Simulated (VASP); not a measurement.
A run of VASP 6.6.1:

The input POSCAR:

```
GaP
1.0
    0.0000000000      2.7253992874      2.8071612660
    2.7253992874      0.0000000000      2.8071612660
    2.7253992874      2.7253992874      0.0000000000
Ga P
1 1
Direct
    0.0000000000      0.0000000000      0.0000000000
    0.2500000000      0.2500000000      0.2500000000
```

The input INCAR.step1:

```
ALGO     = Normal         # electronic algorithm
EDIFF    = 1E-5           # SCF threshold, eV
ENCUT    = 520            # plane-wave cutoff, eV
GGA      = PE             # functional
ISIF     = 2              # what is computed and relaxed
ISMEAR   = 0              # smearing method
LASPH    = T              # aspherical terms in the spheres
LCHARG   = F              # write CHGCAR
LREAL    = F              # projectors in reciprocal space
LWAVE    = T              # write WAVECAR
NBANDS   = 16             # bands
NELM     = 80             # most SCF steps
PREC     = Accurate       # precision mode
SIGMA    = 0.01           # smearing width, eV
```

Contents of INCAR.step2:

```
ALGO     = Normal         # electronic algorithm
EDIFF    = 1E-7           # SCF threshold, eV
ENCUT    = 520            # plane-wave cutoff, eV
GGA      = PE             # functional
HFSCREEN = 0.2079         # screening, 1/A
ISIF     = 2              # what is computed and relaxed
ISMEAR   = 0              # smearing method
ISTART   = 1            
LASPH    = T              # aspherical terms in the spheres
LCHARG   = F              # write CHGCAR
LHFCALC  = T              # exact exchange
LREAL    = F              # projectors in reciprocal space
LWAVE    = F              # write WAVECAR
NBANDS   = 16             # bands
NELM     = 80             # most SCF steps
PREC     = Accurate       # precision mode
PRECFOCK = Normal       
SIGMA    = 0.01           # smearing width, eV
```

The input KPOINTS:

```
k-points
0
Gamma
  6 6 6
```

Potentials or basis: VASP PAW PBE potentials, release 64 (Ga_d, P).

Launch:

```bash
$ cat potpaw_PBE.64/Ga_d/POTCAR potpaw_PBE.64/P/POTCAR > POTCAR
$ cp INCAR.step1 INCAR
$ mpirun -np 1 vasp_std > vasp.out
$ cp INCAR.step2 INCAR
$ mpirun -np 1 vasp_std > vasp.out
```

Hardware: 1 thread of Intel(R) Xeon(R) Platinum 8259CL CPU @ 2.50GHz (Skylake/Cascade Lake), on a shared host.

Q: Estimate the wall time of this run.

A: Wall time 81 min on 1 thread of Intel(R) Xeon(R) Platinum 8259CL CPU @ 2.50GHz (Skylake/Cascade Lake) (shared host), peak memory 0.3 GiB. Counts: k points 30.
